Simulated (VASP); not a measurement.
# SiC (Moissanite 3C) (F-43m) in VASP: further runs

Aim: see how the results for SiC (Moissanite 3C) move with the level of theory and the settings. Levels: PBE, PBEsol. Tasks: single point.

Everything below comes from runs of VASP 6.6.1. Logs are shortened: lines on timing, memory, paths and dates and some standing lists are left out, and cuts for length are marked.

**Measured values to compare with.**

“Insight into the structural, elastic and electronic properties of a new orthorhombic 6O-SiC polytype”, 2020, pmc:7200658 quotes, for a bulk crystal of SiC: band gap 2.4 eV (indirect).

The runs below are set against these values where they give the same quantity.

### 1 The cell of the first run

Symmetry: F-43m, No. 216, cubic system. The conventional cell has a = 4.358 Å, b = 4.358 Å, c = 4.358 Å, α = 90.00°, β = 90.00°, γ = 90.00°. Si (site symmetry -43m) has 4 C at 1.89 Å within 2.5 Å. Within 2.5 Å of C (site symmetry -43m) lie 4 Si at 1.89 Å.

### 2 Single point, PBE

Contents of INCAR:

```
ALGO = Normal
EDIFF = 1E-6
ENCUT = 600
GGA = PE
GGA_COMPAT = False
ISIF = 2
ISMEAR = -1
LASPH = True
LCHARG = False
LREAL = False
LWAVE = False
NBANDS = 11
NELM = 120
PREC = Accurate
SIGMA = 0.04
```

Contents of KPOINTS:

```
k-points
0
Gamma
  7 7 7
```

Contents of POSCAR:

```
SiC
1.0
    0.0000000000      2.1790000000      2.1790000000
    2.1790000000      0.0000000000      2.1790000000
    2.1790000000      2.1790000000      0.0000000000
Si C
1 1
Direct
    0.0000000000      0.0000000000      0.0000000000
    0.7500000000      0.7500000000      0.7500000000
```

Potentials or basis: VASP PAW PBE potentials, release 64 (Si, C).

Run with:

```console
cat potpaw_PBE.64/Si/POTCAR potpaw_PBE.64/C/POTCAR > POTCAR
mpirun -np 1 vasp_std > vasp.out
```

OUTCAR:

```text
EDIFF = 1E-6
   ENCUT = 600
   GGA = PE
   ISIF = 2
   ISMEAR = -1
   LASPH = True
   LREAL = False
   NELM = 120
   PREC = Accurate

 ion  position               nearest neighbor table
   1  0.000  0.000  0.000-   2 1.89   2 1.89   2 1.89   2 1.89
   2  0.750  0.750  0.750-   1 1.89   1 1.89   1 1.89   1 1.89

  LATTYP: Found a face centered cubic cell.
 ALAT       =     4.3580000000

  Lattice vectors:

 A1 = (   0.0000000000,   2.1790000000,   2.1790000000)
 A2 = (   2.1790000000,   0.0000000000,   2.1790000000)
 A3 = (   2.1790000000,   2.1790000000,   0.0000000000)

Analysis of symmetry for initial positions (statically):
=====================================================================
 Subroutine PRICEL returns:
 Original cell was already a primitive cell.

 Routine SETGRP: Setting up the symmetry group for a
 face centered cubic supercell.

 Subroutine GETGRP returns: Found 24 space group operations
 (whereof 24 operations were pure point group operations)
 out of a pool of 48 trial point group operations.

The static configuration has the point symmetry T_d .

Analysis of symmetry for dynamics (positions and initial velocities):
=====================================================================
 Subroutine PRICEL returns:
 Original cell was already a primitive cell.

 Routine SETGRP: Setting up the symmetry group for a
 face centered cubic supercell.

 Subroutine GETGRP returns: Found 24 space group operations
 (whereof 24 operations were pure point group operations)
 out of a pool of 48 trial point group operations.

The dynamic configuration has the point symmetry T_d .

 Subroutine INISYM returns: Found 24 space group operations
 (whereof 24 operations are pure point group operations),
 and found     1 'primitive' translations

----------------------------------------------------------------------------------------

                                     Primitive cell

  volume of cell :      20.6920

  direct lattice vectors                    reciprocal lattice vectors
     0.000000000  2.179000000  2.179000000    -0.229463056  0.229463056  0.229463056
     2.179000000  0.000000000  2.179000000     0.229463056 -0.229463056  0.229463056
     2.179000000  2.179000000  0.000000000     0.229463056  0.229463056 -0.229463056

  length of vectors
     3.081571352  3.081571352  3.081571352     0.397441672  0.397441672  0.397441672

  position of ions in fractional coordinates (direct lattice)
     0.000000000  0.000000000  0.000000000
     0.750000000  0.750000000  0.750000000

  ion indices of the primitive-cell ions
   primitive index   ion index
                 1           1
                 2           2

----------------------------------------------------------------------------------------

 KPOINTS: k-points

Automatic generation of k-mesh.
 Grid dimensions read from file:
 generate k-points for:    7    7    7

 Generating k-lattice:

  Cartesian coordinates                     Fractional coordinates (reciprocal lattice)
    -0.032780437  0.032780437  0.032780437     0.142857143  0.000000000  0.000000000
     0.032780437 -0.032780437  0.032780437     0.000000000  0.142857143  0.000000000
     0.032780437  0.032780437 -0.032780437     0.000000000  0.000000000  0.142857143

  Length of vectors
     0.056777382  0.056777382  0.056777382

  Shift w.r.t. Gamma in fractional coordinates (k-lattice)
     0.000000000  0.000000000  0.000000000

 Subroutine IBZKPT returns following result:
 ===========================================

 Found     20 irreducible k-points:

 Following reciprocal coordinates:
            Coordinates               Weight
  0.000000  0.000000  0.000000      1.000000
  0.142857  0.000000  0.000000      8.000000
  0.285714  0.000000  0.000000      8.000000
  0.428571  0.000000  0.000000      8.000000
  0.142857  0.142857  0.000000      6.000000
  0.285714  0.142857  0.000000     24.000000
[... 12 lines left out ...]
 -0.428571  0.428571  0.142857     24.000000
 -0.285714  0.428571  0.142857     24.000000
   k-points           NKPTS =     20   k-points in BZ     NKDIM =     20   number of bands    NBANDS=     11
   number of dos      NEDOS =    301   number of ions     NIONS =      2
   total plane-waves  NPLWV =  21952
   dimension x,y,z NGX =    28 NGY =   28 NGZ =   28
   dimension x,y,z NGXF=    56 NGYF=   56 NGZF=   56
   ions per type =               1   1
   NGX,Y,Z   is equivalent  to a cutoff of  15.11, 15.11, 15.11 a.u.
   NGXF,Y,Z  is equivalent  to a cutoff of  30.21, 30.21, 30.21 a.u.
 SYSTEM =  unknown system
   PREC   = accura    normal or accurate (medium, high low for compatibility)
   ISTART =      0    job   : 0-new  1-cont  2-samecut
   ICHARG =      2    charge: 1-file 2-atom 10-const
   ISPIN  =      1    spin polarized calculation?
   LNONCOLLINEAR =      F non collinear calculations
   LSORBIT =      F    spin-orbit coupling
   LASPH  =      T    aspherical Exc in radial PAW
   ENCUT  =  600.0 eV  44.10 Ry    6.64 a.u.   6.15  6.15  6.15*2*pi/ulx,y,z
   NELM   =    120;   NELMIN=  2; NELMDL= -5     # of ELM steps
   EDIFF  = 0.1E-05   stopping-criterion for ELM
   LREAL  =      F    real-space projection
   EDIFFG = 0.1E-04   stopping-criterion for IOM
   NSW    =      0    number of steps for IOM
   IBRION =     -1    ionic relax: 0-MD 1-quasi-New 2-CG
   NFREE  =      0    steps in history (QN), initial steepest desc. (CG)
   ISIF   =      2    stress and relaxation
   ISYM   =      2    0-nonsym 1-usesym 2-fastsym
   POTIM  = 0.5000    time-step for ionic-motion
   TEBEG  =    0.0;   TEEND  =   0.0 temperature during run
   PSTRESS=    0.0 pullay stress
   NELECT =       8.0000    total number of electrons
   NUPDOWN=      -1.0000    fix difference up-down
   EMIN   =  10.00;   EMAX   =-10.00  energy-range for DOS
   EFERMI =   0.00;   METHOD = LEGACY
   ISMEAR =    -1;   SIGMA  =   0.04  broadening in eV -4-tet -1-fermi 0-gaus
   EFERMI_NEDOS =   21; number of points for ismear=-14 and -15
   IALGO  =     38    algorithm
   IMIX   =      4    mixing-type and parameters
     AMIX     =   0.40;   BMIX     =  1.00
     AMIX_MAG =   1.60;   BMIX_MAG =  1.00
  volume/ion in A,a.u.               =      10.35        69.82
  Fermi-wavevector in a.u.,A,eV,Ry     =   1.192626  2.253736 19.352338  1.422357
  Thomas-Fermi vector in A             =   2.328660
   LORBIT       =      0    0 simple, 1 ext, 2 COOP (PROOUT), +10 PAW based schemes
   GGA     = PE    functional components
   LHFCALC =     F    Hartree Fock is set to
   AEXX    =    0.0000 exact exchange contribution
   IVDW    =     0    specifies the selected vdW correction
   LEPSILON=     F    determine dielectric tensor
   LRPA    =     F    only Hartree local field effects (RPA)
 non-spin polarized calculation
  energy-cutoff  :      600.00
  volume of cell :       20.69
 maximum number of plane-waves:       701
 NGX is ok and might be reduce to    28
   NGX = 13   NGY = 13   NGZ = 13

 number of electron       8.0000000 magnetization

 Free energy of the ion-electron system (eV)
  ---------------------------------------------------
  ext. energy  EPLUGINS =         0.00000000
  ---------------------------------------------------
  free energy    TOTEN  =       -15.05574647 eV

  energy without entropy =      -15.05574647  energy(sigma->0) =      -15.05574647

 E-fermi :   8.9022     XC(G=0): -11.3555

 val. band max:        8.1090490786   @ k =   0.0000   0.0000   0.0000
 cond. band min:       9.7043473056   @ k =   0.4286   0.4286   0.0000
 fundamental gap:      1.5952982269
 Fermi energy:         8.9022055539

 k-point     1 :       0.0000    0.0000    0.0000
  band No.  band energies     occupation
      1      -7.2953      2.00000
      2       8.1090      2.00000
      3       8.1090      2.00000
      4       8.1090      2.00000
      5      14.3420      0.00000
      6      15.4147      0.00000
      7      15.4147      0.00000
      8      15.4147      0.00000
      9      22.6141      0.00000
     10      22.6141      0.00000
     11      24.5880      0.00000

 k-point     2 :       0.1429    0.0000    0.0000
  band No.  band energies     occupation
      1      -6.8980      2.00000
      2       6.2566      2.00000
      3       7.8549      2.00000
      4       7.8549      2.00000
      5      14.5351      0.00000
      6      15.8426      0.00000
      7      15.8426      0.00000
      8      16.1556      0.00000
      9      21.2353      0.00000
     10      21.2353      0.00000
     11      23.9962      0.00000

 k-point     3 :       0.2857    0.0000    0.0000
  band No.  band energies     occupation
      1      -5.7490      2.00000
      2       2.9925      2.00000
      3       7.3934      2.00000
      4       7.3934      2.00000
      5      13.9557      0.00000
      6      15.9283      0.00000
      7      15.9283      0.00000
      8      17.7688      0.00000
      9      21.6203      0.00000
     10      21.6203      0.00000
     11      23.2154      0.00000

 k-point     4 :       0.4286    0.0000    0.0000
  band No.  band energies     occupation
      1      -4.1475      2.00000
      2       0.1533      2.00000
      3       7.0964      2.00000
      4       7.0964      2.00000
      5      13.5883      0.00000
      6      15.4224      0.00000
      7      15.4224      0.00000
      8      18.1646      0.00000
      9      24.0403      0.00000
     10      24.3663      0.00000
     11      24.3663      0.00000
[... 183 lines left out ...]
 k-point    18 :      -0.4286    0.2857    0.1429
  band No.  band energies     occupation
      1      -3.2694      2.00000
      2       0.9491      2.00000
      3       3.9761      2.00000
      4       5.6275      2.00000
      5      13.2745      0.00000
      6      15.7380      0.00000
      7      17.8564      0.00000
      8      19.2184      0.00000
      9      21.4919      0.00000
     10      24.3834      0.00000
     11      28.1692      0.00000

 k-point    19 :      -0.4286    0.4286    0.1429
  band No.  band energies     occupation
      1      -2.6992      2.00000
      2       1.1980      2.00000
      3       3.8556      2.00000
      4       4.3315      2.00000
      5      11.7445      0.00000
      6      14.6923      0.00000
      7      18.7766      0.00000
      8      21.4451      0.00000
      9      21.8357      0.00000
     10      25.7998      0.00000
     11      29.5631      0.00000

 k-point    20 :      -0.2857    0.4286    0.1429
  band No.  band energies     occupation
      1      -2.2522      2.00000
      2       1.0464      2.00000
      3       2.6614      2.00000
      4       4.5183      2.00000
      5      12.7974      0.00000
      6      16.6864      0.00000
      7      18.2914      0.00000
      8      19.0350      0.00000
      9      21.7345      0.00000
     10      24.7462      0.00000
     11      29.5877      0.00000

------------------------ aborting loop because EDIFF is reached ----------------------------------------

  FORCE on cell =-STRESS in cart. coord.  units (eV):
  Direction    XX          YY          ZZ          XY          YZ          ZX
  --------------------------------------------------------------------------------------
  -------------------------------------------------------------------------------------
  Total        0.3992190      0.3992190      0.3992190     -0.0000000     -0.0000000      0.0000000
  in kB       30.9115000     30.9115000     30.9115000     -0.0000000     -0.0000000      0.0000000
  external PRESSURE =      30.9115000 kB  Pullay stress =       0.0000000 kB

 VOLUME and BASIS-vectors are now :
 -----------------------------------------------------------------------------
  energy-cutoff  :      600.00
  volume of cell :       20.69
      direct lattice vectors                 reciprocal lattice vectors
     0.000000000  2.179000000  2.179000000    -0.229463056  0.229463056  0.229463056
     2.179000000  0.000000000  2.179000000     0.229463056 -0.229463056  0.229463056
     2.179000000  2.179000000  0.000000000     0.229463056  0.229463056 -0.229463056

 POSITION                                       TOTAL-FORCE (eV/Angst)
 -----------------------------------------------------------------------------------
      0.00000      0.00000      0.00000        -0.000000     -0.000000     -0.000000
      3.26850      3.26850      3.26850         0.000000      0.000000      0.000000
 -----------------------------------------------------------------------------------
    total drift:                                0.000000      0.000000      0.000000

  FREE ENERGIE OF THE ION-ELECTRON SYSTEM (eV)
  ---------------------------------------------------
  free  energy   TOTEN  =       -15.0557464717 eV

  energy  without entropy=      -15.0557464716  energy(sigma->0) =      -15.05574647
```

Run time: 4.7 s. Hardware: 1 thread of Intel Xeon Platinum 8559C (Emerald Rapids), shared host; peak memory 0.14 GiB.

What came out:

| Quantity | Value |
| --- | --- |
| Free energy | -15.0557 eV |
| Pressure | 3.1 GPa |
| Band gap on the k mesh | 1.60 eV, indirect (least direct gap 4.67 eV) |

Levels at points of the mesh, in eV from the valence-band top:
| k point | band 1 | band 2 | band 3 | band 4 | band 5 | band 6 | band 7 | band 8 | band 9 |
| --- | --- | --- | --- | --- | --- | --- | --- | --- | --- |
| (0.00, 0.00, 0.00) | -15.40 | 0.00 | 0.00 | 0.00 | 6.23 | 7.31 | 7.31 | 7.31 | 14.51 |

A k mesh can miss the band edges. As with any semilocal functional, this PBE gap is likely too small.

### 3 Single point, PBE

Contents of INCAR:

```
SYSTEM = SiC
  PREC = Accurate
  ENCUT = 600
  EDIFF = 1E-6
  ISMEAR = -1
  SIGMA = 0.04
  LREAL = .False.
  LASPH = .True.
  NELM = 120
  ALGO = Normal
  ISIF = 2
  LWAVE = .False.
  LCHARG = .False.
  GGA = PE
  NBANDS = 11
  GGA_COMPAT = .False.
```

Contents of KPOINTS:

```
Automatic mesh
0
Gamma
  7 7 7
  0 0 0
```

POSCAR is that of step 2.

Potentials or basis: VASP PAW PBE potentials, release 64 (Si, C).

Run with:

```console
cat potpaw_PBE.64/Si/POTCAR potpaw_PBE.64/C/POTCAR > POTCAR
mpirun -np 1 vasp_std > vasp.out
```

Run time: 5.1 s. Hardware: 1 thread of Intel Xeon Platinum 8559C (Emerald Rapids), shared host; peak memory 0.14 GiB.

Results (log left out):

```yaml
Free_energy: -15.0557 eV
Pressure: 3.1 GPa
Band_gap_on_the_k_mesh: 1.60 eV, indirect (least direct gap 4.67 eV)
```

Levels at points of the mesh, in eV from the valence-band top:
```csv
k point,band 1,band 2,band 3,band 4,band 5,band 6,band 7,band 8,band 9
"(0.00, 0.00, 0.00)",-15.40,0.00,0.00,0.00,6.23,7.31,7.31,7.31,14.51
```

A k mesh can miss the band edges. A hybrid or GW would open this gap; PBE tends to underestimate it.

(Part 1 of 2 ends here.)
